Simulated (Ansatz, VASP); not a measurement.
## Two plane-wave programs on Na3OF

INCAR

```
PREC     = Accurate       # precision mode
ENCUT    = 520            # plane-wave cutoff, eV
EDIFF    = 1E-6           # SCF threshold, eV
ISMEAR   = 0              # smearing method
SIGMA    = 0.01           # smearing width, eV
LREAL    = F              # projectors in reciprocal space
LASPH    = T              # aspherical terms in the spheres
NELM     = 100            # most SCF steps
ALGO     = Normal         # electronic algorithm
ISIF     = 2              # what is computed and relaxed
LWAVE    = F              # write WAVECAR
LCHARG   = F              # write CHGCAR
GGA      = PE             # functional
NBANDS   = 25             # bands
```

Contents of KPOINTS:

```
regular mesh
0
Gamma
  6 6 6
```

Contents of POSCAR:

```
Na3OF
1.0
    4.4072748360      0.0000000000      0.0000000000
    0.0000000000      4.4072748360      0.0000000000
    0.0000000000      0.0000000000      4.4072748360
F O Na
1 1 3
Direct
    0.0000000000      0.0000000000      0.0000000000
    0.5000000000      0.5000000000      0.5000000000
    0.5000000000      0.5000000000      0.0000000000
    0.5000000000      0.0000000000      0.5000000000
    0.0000000000      0.5000000000      0.5000000000
```

Input for Ansatz:

```yaml
crystal:
  lattice:
    - [4.407274836, 0.0, 0.0]
    - [0.0, 4.407274836, 0.0]
    - [0.0, 0.0, 4.407274836]
  atoms:
    - { symbol: F, position: [0.0, 0.0, 0.0] }
    - { symbol: O, position: [0.5, 0.5, 0.5] }
    - { symbol: Na, position: [0.5, 0.5, 0.0] }
    - { symbol: Na, position: [0.5, 0.0, 0.5] }
    - { symbol: Na, position: [0.0, 0.5, 0.5] }
kpoints:
  mp_grid: { grid: [6, 6, 6] }
hamiltonian:
  xc: pbe
scf:
  occupations: { method: fixed }
  n_extra_bands: 5
output:
  forces: true
  stress: true
  eigenvalues: true
```

Alike in both runs: task single point; functional PBE; k mesh 6 × 6 × 6; no spin polarisation.

|  | VASP | Ansatz |
| --- | --- | --- |
| version | VASP 6.6.1 | Ansatz 0.2.0 |
| potentials or method | VASP PAW PBE potentials, release 64 (F, O, Na_pv) | plane waves, PAW |
| plane-wave cutoff (eV) | 520 | 420 |
| occupations | gaussian, width 0.01 eV | fixed |
| valence electrons in the cell | 34 | 40 |

```csv
,VASP,Ansatz,Ansatz less VASP
gap on the k mesh at the Fermi level (eV),1.93,1.96,+0.026
pressure (GPa),0.1,0.0,-0.08
```

VASP's potentials hold 34 valence electrons a cell and Ansatz's 40, so a difference there can come from the potentials and not from the codes.
